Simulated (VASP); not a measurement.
The system is Si3S2.

```
Si S
1.0
     4.24280   -0.08116   -0.00821
    -2.19168    3.79058    0.01751
    -0.01061    0.02002    5.33979
Si S
3 2
Cartesian
  0.0555 -0.0094 -0.0022
  -0.0109 2.5880 4.1273
  2.0083 1.0660 1.0845
  0.0745 2.6270 1.8664
  1.9536 1.1873 3.6222
```

- Program: VASP 6.6.1
- Task: relaxation of cell and atoms
- Functional: PBE
- Potentials or basis: VASP PAW PBE potentials, release 64 (Si, S)
- Cutoff: 600 eV
- k mesh: 6 × 6 × 4
- Occupations: gaussian, width 0.1 eV
- Spin: no spin polarisation

At the start: pressure 1.8 GPa; volume 16.99 Å³/atom.

Question: How do energy, volume and symmetry change on relaxing?

Answer: Over 88 steps the energy falls by 457.2 meV/atom and the volume is 20.07 Å³/atom (+18.1 %); space group P1 (No. 1, to 0.1 Å) before and after.

The path:
```tsv
step	energy change (eV)	largest force (eV/Å)	pressure (GPa)	volume (Å³)
1	0.0000	0.8874	1.78	84.93
4	-0.5413	0.5631	-1.07	88.95
7	-0.7088	0.3428	0.83	86.38
10	-0.8235	0.5631	-0.18	90.17
13	-0.9109	0.7191	2.16	91.08
16	-1.1049	1.2758	2.22	94.30
19	-1.2263	1.9653	2.38	97.32
22	-1.3702	1.9167	0.99	101.89
25	-1.7978	1.3796	-4.10	104.47
28	-2.0621	0.8161	1.15	96.11
31	-2.1470	0.2975	-0.05	97.95
34	-2.1898	0.2653	-0.06	98.48
37	-2.2013	0.0934	-0.09	98.26
40	-2.2038	0.0674	0.10	98.15
43	-2.2060	0.0437	-0.06	98.70
46	-2.2072	0.0491	0.12	98.82
49	-2.2085	0.0521	-0.04	99.25
52	-2.2103	0.1093	-0.18	99.85
55	-2.2119	0.1966	0.32	99.66
58	-2.2157	0.1286	-0.07	99.97
61	-2.2182	0.1556	-0.21	100.11
64	-2.2344	0.2527	0.01	99.59
67	-2.2525	0.2728	-0.52	99.64
70	-2.2672	0.1362	0.01	98.80
73	-2.2749	0.1519	0.30	98.58
76	-2.2817	0.0898	0.03	99.37
79	-2.2844	0.0653	0.01	99.96
82	-2.2857	0.0353	-0.09	100.45
85	-2.2859	0.0277	0.02	100.35
88	-2.2861	0.0131	0.01	100.33
```

Final structure:
```cif
data_structure
_symmetry_space_group_name_H-M 'P 1'
_symmetry_Int_Tables_number 1
_cell_length_a 3.9220
_cell_length_b 5.2806
_cell_length_c 5.3217
_cell_angle_alpha 102.227
_cell_angle_beta 89.872
_cell_angle_gamma 110.856
_cell_volume 100.33
loop_
_atom_site_label
_atom_site_type_symbol
_atom_site_fract_x
_atom_site_fract_y
_atom_site_fract_z
_atom_site_occupancy
Si1 Si 0.12638 0.00815 0.94895 1
Si2 Si 0.50743 0.76172 0.74341 1
Si3 Si 0.61105 0.18874 0.30852 1
S1 S 0.48450 0.74767 0.33529 1
S2 S 0.27062 0.29372 0.66383 1
```

Caveat: the volume moved by over 15 % at a fixed basis, so the end points are rough.
